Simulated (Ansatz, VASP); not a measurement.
Ta: VASP beside Ansatz

Contents of POSCAR:

```
Ta
1.0
   -1.6533592789      1.6533592789      1.6533592789
    1.6533592789     -1.6533592789      1.6533592789
    1.6533592789      1.6533592789     -1.6533592789
Ta
1
Direct
    0.0000000000      0.0000000000      0.0000000000
```

Contents of INCAR.step1:

```
  PREC = Accurate
  ENCUT = 520
  ISMEAR = -1
  SIGMA = 0.1
  LREAL = False
  LASPH = True
  NELM = 60
  NBANDS = 12
  GGA = PE
  ALGO = Normal
  EDIFF = 1E-4
  LWAVE = True
  LCHARG = False
```

The input INCAR.step2:

```
  PREC = Accurate
  ENCUT = 520
  EDIFF = 1E-6
  ISMEAR = -1
  SIGMA = 0.1
  LREAL = False
  LASPH = True
  NELM = 60
  ALGO = Normal
  ISIF = 2
  LWAVE = False
  LCHARG = False
  METAGGA = R2SCAN
  LMIXTAU = True
  NBANDS = 12
  ISTART = 1
```

Contents of KPOINTS:

```
Automatic mesh
0
Gamma
  3 3 3
```

Input for Ansatz:

```yaml
crystal:
  lattice:
    - [-1.6533592789, 1.6533592789, 1.6533592789]
    - [1.6533592789, -1.6533592789, 1.6533592789]
    - [1.6533592789, 1.6533592789, -1.6533592789]
  atoms:
    - { symbol: Ta, position: [0.0, 0.0, 0.0] }
hamiltonian:
  xc: r2scan
  pseudopotentials:
    kind: paw
    azcp:
      Ta: "pseudopotentials/Ta.paw.azcp"
basis:
  ecutwfc: 500
  fft_grid_basis: typed
kpoints:
  mp_grid: { grid: [3, 3, 3], shift: [0, 0, 0] }
magnetization:
  spin_polarized: false
scf:
  occupations: { method: fermi_dirac, width: 0.1 }
  lower_state_search: "off"
output:
  stress: true
  write_density: true
  write_potential: true
  elf: true
  volumetric_format: npy
```

Alike in both runs: task single point; functional r2SCAN; k mesh 3 × 3 × 3; occupations fermi-dirac, width 0.1 eV; no spin polarisation.

```csv
,VASP,Ansatz
version,VASP 6.6.1,Ansatz 0.2.0
potentials or method,"VASP PAW PBE potentials, release 64 (Ta_pv), cutoff 520 eV","plane waves (500 eV) with PAW, scalar-relativistic"
valence electrons in the cell,11,13
```

Ansatz gave:

```
pressure (GPa) : -1.7
```

Task: Estimate VASP's values.

Result: Pressure (GPa): -1.1.

VASP's potentials were made for PBE, not for r2SCAN. VASP's potentials hold 11 valence electrons a cell and Ansatz's 13, so a difference there can come from the potentials and not from the codes.

The k mesh is coarse, so the values compare programs but aren't converged. Neither program's run includes spin-orbit coupling.
